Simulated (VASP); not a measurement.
# GaN (P6_3mc) in VASP: a series of runs, part 3 of 3

VASP 6.6.1. The steps go on from the part before.

### 4 Dielectric tensor, PBE

This run uses another cell than the first one: it holds 4 atoms, not 32.

INCAR

```
SYSTEM = GaN
PREC = Accurate
ENCUT = 520
EDIFF = 1E-8
ISMEAR = 0
SIGMA = 0.01
LREAL = .FALSE.
LASPH = .TRUE.
NELM = 100
ALGO = Normal
ISIF = 2
LWAVE = .FALSE.
LCHARG = .FALSE.
GGA = PE
LEPSILON = .TRUE.
```

KPOINTS

```
regular mesh
0
G
  10 10 6
  0 0 0
```

POSCAR

```
GaN
1.0
    3.1800000000      0.0000000000      0.0000000000
   -1.5900000000      2.7539607840      0.0000000000
    0.0000000000      0.0000000000      5.1660000000
Ga N
2 2
Direct
    0.3333333333      0.6666666667     -0.0010334306
    0.6666666667      0.3333333333      0.4989665694
    0.3333333333      0.6666666667      0.3760334306
    0.6666666667      0.3333333333      0.8760334306
```

Potentials or basis: VASP PAW PBE potentials, release 64 (Ga_d, N).

On the command line:

```console
$ cat potpaw_PBE.64/Ga_d/POTCAR potpaw_PBE.64/N/POTCAR > POTCAR
$ mpirun -np 1 vasp_std > vasp.out
```

OUTCAR:

```text
SYSTEM = GaN
   PREC = Accurate
   ENCUT = 520
   EDIFF = 1E-8
   ISMEAR = 0
   LREAL = .FALSE.
   LASPH = .TRUE.
   NELM = 100
   ISIF = 2
   GGA = PE
   LEPSILON = .TRUE.

 ion  position               nearest neighbor table
   1  0.333  0.667  0.999-   4 1.94   4 1.94   4 1.94   3 1.95
   2  0.667  0.333  0.499-   3 1.94   3 1.94   3 1.94   4 1.95
   3  0.333  0.667  0.376-   2 1.94   2 1.94   2 1.94   1 1.95
   4  0.667  0.333  0.876-   1 1.94   1 1.94   1 1.94   2 1.95

  LATTYP: Found a hexagonal cell.
 ALAT       =     3.1800000000
 C/A-ratio  =     1.6245283019

  Lattice vectors:

 A1 = (   3.1800000000,   0.0000000000,   0.0000000000)
 A2 = (  -1.5900000000,   2.7539607840,   0.0000000000)
 A3 = (   0.0000000000,   0.0000000000,   5.1660000000)

Analysis of symmetry for initial positions (statically):
=====================================================================
 Subroutine PRICEL returns:
 Original cell was already a primitive cell.

 Routine SETGRP: Setting up the symmetry group for a
 hexagonal supercell.

 Subroutine GETGRP returns: Found 12 space group operations
 (whereof  6 operations were pure point group operations)
 out of a pool of 24 trial point group operations.

The static configuration has the point symmetry C_3v.
 The point group associated with its full space group is C_6v.

Analysis of symmetry for dynamics (positions and initial velocities):
=====================================================================
 Subroutine PRICEL returns:
 Original cell was already a primitive cell.

 Routine SETGRP: Setting up the symmetry group for a
 hexagonal supercell.

 Subroutine GETGRP returns: Found 12 space group operations
 (whereof  6 operations were pure point group operations)
 out of a pool of 24 trial point group operations.

The dynamic configuration has the point symmetry C_3v.
 The point group associated with its full space group is C_6v.

 Subroutine INISYM returns: Found 12 space group operations
 (whereof  6 operations are pure point group operations),
 and found     1 'primitive' translations

----------------------------------------------------------------------------------------

                                     Primitive cell

  volume of cell :      45.2417

  direct lattice vectors                    reciprocal lattice vectors
     3.180000000  0.000000000  0.000000000     0.314465409  0.181556688  0.000000000
    -1.590000000  2.753960784  0.000000000     0.000000000  0.363113377  0.000000000
     0.000000000  0.000000000  5.166000000     0.000000000  0.000000000  0.193573364

  length of vectors
     3.180000000  3.180000000  5.166000000     0.363113377  0.363113377  0.193573364

  position of ions in fractional coordinates (direct lattice)
     0.333333333  0.666666667  0.998966569
[... 732 lines left out ...]
 [... further k-points ...]

  FORCE on cell =-STRESS in cart. coord.  units (eV):
  Direction    XX          YY          ZZ          XY          YZ          ZX
  --------------------------------------------------------------------------------------
  -------------------------------------------------------------------------------------
  Total        1.9840983      1.9840983      2.2367241      0.0000000      0.0000000     -0.0000000
  in kB       70.2642621     70.2642621     79.2106765      0.0000000      0.0000000     -0.0000000
  external PRESSURE =      73.2464003 kB  Pullay stress =       0.0000000 kB

 VOLUME and BASIS-vectors are now :
 -----------------------------------------------------------------------------
  energy-cutoff  :      520.00
  volume of cell :       45.24
      direct lattice vectors                 reciprocal lattice vectors
     3.180000000  0.000000000  0.000000000     0.314465409  0.181556688  0.000000000
    -1.590000000  2.753960784  0.000000000     0.000000000  0.363113377  0.000000000
     0.000000000  0.000000000  5.166000000     0.000000000  0.000000000  0.193573364

 POSITION                                       TOTAL-FORCE (eV/Angst)
 -----------------------------------------------------------------------------------
     -0.00000      1.83597      5.16066         0.000000     -0.000000     -0.002660
      1.59000      0.91799      2.57766        -0.000000      0.000000     -0.002660
     -0.00000      1.83597      1.94259        -0.000000      0.000000      0.002660
      1.59000      0.91799      4.52559         0.000000      0.000000      0.002660
 -----------------------------------------------------------------------------------
    total drift:                               -0.000001     -0.000001     -0.000623

  FREE ENERGIE OF THE ION-ELECTRON SYSTEM (eV)
  ---------------------------------------------------
  free  energy   TOTEN  =       -24.2865125624 eV

  energy  without entropy=      -24.2865125624  energy(sigma->0) =      -24.28651256

 HEAD OF MICROSCOPIC STATIC DIELECTRIC TENSOR (INDEPENDENT PARTICLE, excluding Hartree and local field effects)
 ------------------------------------------------------
           5.850103     0.000000     0.000000
           0.000000     5.850103     0.000000
           0.000000     0.000000     5.994171
 ------------------------------------------------------

 Free energy of the ion-electron system (eV)
  ---------------------------------------------------
  ---------------------------------------------------
  free energy    TOTEN  =        -0.63785328 eV

  energy without entropy =       -0.63785328

------------------------ aborting loop because EDIFF is reached ----------------------------------------

--------------------------------------- Ionic step        2  -------------------------------------------

------------------------ aborting loop because EDIFF is reached ----------------------------------------

--------------------------------------- Ionic step        3  -------------------------------------------

 Free energy of the ion-electron system (eV)
  ---------------------------------------------------
  ---------------------------------------------------
  free energy    TOTEN  =        -0.65788708 eV

  energy without entropy =       -0.65788708

------------------------ aborting loop because EDIFF is reached ----------------------------------------

 PIEZOELECTRIC TENSOR FIELD DIRECTION 3  (e Angst)
 -----------------------------------------------------------------------------
     1.42570  0.00000  0.00000           (  0.11254  0.00000  0.00000)
     0.00000  1.42570  0.00000           (  0.00000  0.11254  0.00000)
     0.00000 -0.00000 -2.88466           (  0.00000  0.00000 -0.24051)

 PIEZOELECTRIC TENSOR FIELD DIRECTION 3  (C/m^2)
 -----------------------------------------------------------------------------
     0.50489  0.00000  0.00000
     0.00000  0.50489  0.00000
     0.00000 -0.00000 -1.02157

 MACROSCOPIC STATIC DIELECTRIC TENSOR (including local field effects in DFT)
 ------------------------------------------------------
           5.713630    -0.000000     0.000000
           0.000000     5.713630     0.000000
           0.000000     0.000000     5.874996
 ------------------------------------------------------

 PIEZOELECTRIC TENSOR (including local field effects)  for field in x, y, z        (e  Angst)
          XX          YY          ZZ          XY          YZ          ZX
  --------------------------------------------------------------------------------
  x     0.00000    -0.00000     0.00000    -0.00000     0.00000     1.56293
  y    -0.00000     0.00000     0.00000     0.00000     1.56293     0.00000
  z     1.42570     1.42570    -2.88466     0.00000     0.00000     0.00000

 PIEZOELECTRIC TENSOR (including local field effects)  for field in x, y, z        (C/m^2)
          XX          YY          ZZ          XY          YZ          ZX
  --------------------------------------------------------------------------------
  x     0.00000    -0.00000     0.00000    -0.00000     0.00000     0.55349
  y    -0.00000     0.00000     0.00000     0.00000     0.55349     0.00000
  z     0.50489     0.50489    -1.02157     0.00000     0.00000     0.00000

 BORN EFFECTIVE CHARGES (including local field effects) (in |e|, cummulative output)
 ---------------------------------------------------------------------------------
 ion    1
    1     2.61570     0.00000     0.00000
    2    -0.00000     2.61570     0.00000
    3     0.00000     0.00000     2.75216
 ion    2
    1     2.61570     0.00000     0.00000
    2    -0.00000     2.61570     0.00000
    3     0.00000    -0.00000     2.75216
 ion    3
    1    -2.61570     0.00000     0.00000
    2     0.00000    -2.61570     0.00000
    3     0.00000     0.00000    -2.75216
 ion    4
    1    -2.61570     0.00000     0.00000
    2     0.00000    -2.61570     0.00000
    3     0.00000     0.00000    -2.75216
```

OSZICAR:

```text
N       E                     dE             d eps       ncg     rms          rms(c)
DAV:   1     0.279822248199E+03    0.27982E+03   -0.18613E+04  2586   0.304E+03
DAV:   2     0.835905000989E+01   -0.27146E+03   -0.26264E+03  2748   0.532E+02
DAV:   3    -0.268035298897E+02   -0.35163E+02   -0.34874E+02  2848   0.156E+02
DAV:   4    -0.283130878472E+02   -0.15096E+01   -0.15058E+01  3450   0.337E+01
[... 11 lines left out ...]
RMM:   7    -0.657621154785E+00   -0.70293E-03   -0.39768E-05  4691   0.269E-02    0.424E-03
RMM:   8    -0.657856920646E+00   -0.23577E-03   -0.22184E-05  4769   0.123E-02    0.116E-03
RMM:   9    -0.657882833487E+00   -0.25913E-04   -0.40952E-06  4546   0.450E-03    0.325E-04
RMM:  10    -0.657889261772E+00   -0.64283E-05   -0.23985E-06  4765   0.153E-03    0.121E-04
RMM:  11    -0.657885791709E+00    0.34701E-05   -0.65894E-07  4815   0.558E-04    0.108E-04
RMM:  12    -0.657887081660E+00   -0.12900E-05   -0.20041E-07  4444   0.264E-04    0.920E-06
```

Run time: 8.5 min. Hardware: 1 thread of AMD EPYC 9R45 (Zen 5), shared host; peak memory 0.44 GiB.

Results:

| Quantity | Value |
| --- | --- |
| Band gap on the k mesh | 1.99 eV |
| Electronic dielectric tensor (diagonal) | 5.71, 5.71, 5.87 |
| Born charges (mean of the diagonal) | Ga +2.66; N -2.66 e |

Levels at points of the mesh, in eV from the valence-band top:
```tsv
k point	band 15	band 16	band 17	band 18	band 19	band 20	band 21	band 22
(0.00, 0.00, 0.00)	-1.05	-0.03	0.00	0.00	1.99	4.29	9.28	9.93
(0.50, 0.00, 0.00)	-4.23	-2.78	-2.22	-1.01	5.08	5.63	6.10	8.68
(0.00, 0.00, 0.50)	-0.54	-0.54	-0.54	-0.54	4.31	4.31	8.54	8.54
(0.50, 0.00, 0.50)	-1.97	-1.97	-1.89	-1.89	4.45	4.45	7.83	7.83
```

Electronic dielectric tensor:
```
5.71 0.00 0.00
0.00 5.71 0.00
0.00 0.00 5.87
```

Born effective charge tensors (e):
atom 1, Ga
```
2.62 0.00 0.00
0.00 2.62 0.00
0.00 0.00 2.75
```
atom 2, Ga
```
2.62 0.00 0.00
0.00 2.62 0.00
0.00 0.00 2.75
```
atom 3, N
```
-2.62  0.00  0.00
 0.00 -2.62  0.00
 0.00  0.00 -2.75
```
atom 4, N
```
-2.62  0.00  0.00
 0.00 -2.62  0.00
 0.00  0.00 -2.75
```

### 5 Overview

| task | cell | k mesh | smearing | gap on the mesh (eV) | pressure (GPa) |
| --- | --- | --- | --- | --- | --- |
| electric field gradients | a = 6.360, b = 6.360, c = 10.332 Å, angles 90.0, 90.0, 120.0°, 32 atoms, atomic positions A | 4 × 4 × 2 | gaussian 0.01 eV | 1.99 | 7.3 |
| electric field gradients | a = 3.180, b = 3.180, c = 5.166 Å, angles 90.0, 90.0, 120.0°, 4 atoms, atomic positions B | 10 × 10 × 6 | fermi-dirac 0.02 eV | 1.99 | 7.3 |
| dielectric tensor | a = 3.180, b = 3.180, c = 5.166 Å, angles 90.0, 90.0, 120.0°, 4 atoms, atomic positions B | 10 × 10 × 6 | gaussian 0.01 eV | 1.99 | - |

Alike in all rows: level PBE; potentials or basis VASP PAW PBE potentials, release 64 (Ga_d, N); no spin polarisation; cutoff (eV) 520.

Caveats: the cell stands under pressure (at least some runs).

Total energies depend on the potentials used, so only differences within one code and one set of settings carry meaning.
